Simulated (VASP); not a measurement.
Write the native input for VASP 6.6.1 that does the following.

| Property | Result |
| --- | --- |
| Task | relaxation of cell and atoms |
| Functional | PBE |
| Potentials or basis | VASP PAW PBE potentials, release 64 (W_sv, I) |
| Cutoff | 500 eV |
| k mesh | 3 × 3 × 6 |
| Occupations | gaussian, width 0.1 eV |
| Spin | no spin polarisation |
| Dipole correction | no |
| Further INCAR settings | ALGO = Normal; EDIFF = 1e-07; IBRION = 2; EDIFFG = -0.04; NSW = 90; ISIF = 3 |

The structure of WI6 lies in POSCAR:

```
WI6
1.0
   10.4675103998      0.0000000000      0.0000000000
   -5.2337551999      9.0651299206      0.0000000000
    0.0000000000      0.0000000000      3.0188615479
W I
1 6
Direct
    0.0000000000      0.0000000000      0.0000000000
    0.3340200652      0.0000000000      0.5000000000
    0.6659799348      0.0000000000      0.5000000000
    0.0000000000      0.3340200652      0.5000000000
    0.0000000000      0.6659799348      0.5000000000
    0.6659799348      0.6659799348      0.5000000000
    0.3340200652      0.3340200652      0.5000000000
```

The cell was generated, and may not be a known phase.

One way to write it, as run:

INCAR

```
SYSTEM = WI6
PREC = Accurate
ENCUT = 500
EDIFF = 1E-7
ISMEAR = 0
SIGMA = 0.1
LREAL = .False.
LASPH = .True.
NELM = 120
ALGO = Normal
ISIF = 3
LWAVE = .False.
LCHARG = .False.
GGA = PE
IBRION = 2
NSW = 90
EDIFFG = -0.04
GGA_COMPAT = .False.
NELMIN = 4
```

KPOINTS

```
Automatic mesh
0
Gamma
  3 3 6
  0 0 0
```

Potentials or basis: VASP PAW PBE potentials, release 64 (W_sv, I).

The run is started by

```bash
$ cat potpaw_PBE.64/W_sv/POTCAR potpaw_PBE.64/I/POTCAR > POTCAR
$ mpirun -np 1 vasp_std > vasp.out
```

Results of the run:

* Relaxed volume: 39.68 Å³/atom
* Relaxed cell: a = 10.081 Å, b = 10.081 Å, c = 3.156 Å, α = 90.00°, β = 90.00°, γ = 120.00°
* Space group after relaxing (to 0.1 Å): P6/mmm (No. 191)
* Energy gained by relaxing: 36.9 meV/atom
* Ionic steps: 9
* Pressure after relaxing: 0.0 GPa
* Largest force after relaxing: 0.029 eV/Å
* Band gap on the k mesh: zero (bands 28 and 29 overlap by 1.16 eV)

Caveat: spin-orbit coupling is left out, which moves the levels of the heavy elements.

Run time: 18 min on 1 thread of Intel(R) Xeon(R) Platinum 8488C (Sapphire Rapids) (shared host), peak memory 0.48 GiB.
